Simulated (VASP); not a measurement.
Write the native input for VASP 6.6.1 that does the following.

```
Task                   : single point
Functional             : PBE
Potentials or basis    : VASP PAW PBE potentials, release 64 (Os)
Cutoff                 : 520 eV
k mesh                 : 17 × 17 × 9
Occupations            : fermi-dirac, width 0.1 eV
Spin                   : no spin polarisation
Dipole correction      : no
Further INCAR settings : ALGO = Normal; EDIFF = 1e-06; NBANDS = 15
```

The structure of Os lies in POSCAR:

```
Os
1.0
    2.6765261896      0.0000000000      0.0000000000
   -1.3382630948      2.3179396741      0.0000000000
    0.0000000000      0.0000000000      4.2374036137
Os
2
Direct
    0.3333333333      0.6666666667      0.2500000000
    0.6666666667      0.3333333333      0.7500000000
```

These files were run (other wordings do the same):

INCAR

```
SYSTEM = Os
PREC     = Accurate       ! precision mode
ENCUT    = 520            ! plane-wave cutoff, eV
EDIFF    = 1E-6           ! SCF threshold, eV
ISMEAR   = -1             ! smearing method
SIGMA    = 0.1            ! smearing width, eV
LREAL    = .FALSE.        ! projectors in reciprocal space
LASPH    = .TRUE.         ! aspherical terms in the spheres
NELM     = 100            ! most SCF steps
ALGO     = Normal         ! electronic algorithm
ISIF     = 2              ! what is computed and relaxed
LWAVE    = .FALSE.        ! write WAVECAR
LCHARG   = .FALSE.        ! write CHGCAR
GGA      = PE             ! functional
NBANDS   = 15             ! bands
```

KPOINTS

```
regular mesh
0
G
  17 17 9
  0 0 0
```

Potentials or basis: VASP PAW PBE potentials, release 64 (Os).

Command:

```sh
$ cat potpaw_PBE.64/Os/POTCAR > POTCAR
$ mpirun -np 1 vasp_std > vasp.out
```

Results of the run:

```json
{"Pressure": "40.9 GPa", "Band gap on the k mesh": "zero (bands 8 and 9 overlap by 4.35 eV)"}
```

Caveat: the cell stands under pressure; spin-orbit coupling is left out, which moves the levels of the heavy elements.

It took 20 s on 1 thread of Intel(R) Xeon(R) 6975P-C (Granite Rapids), with other jobs on the host, peak memory 0.18 GiB.
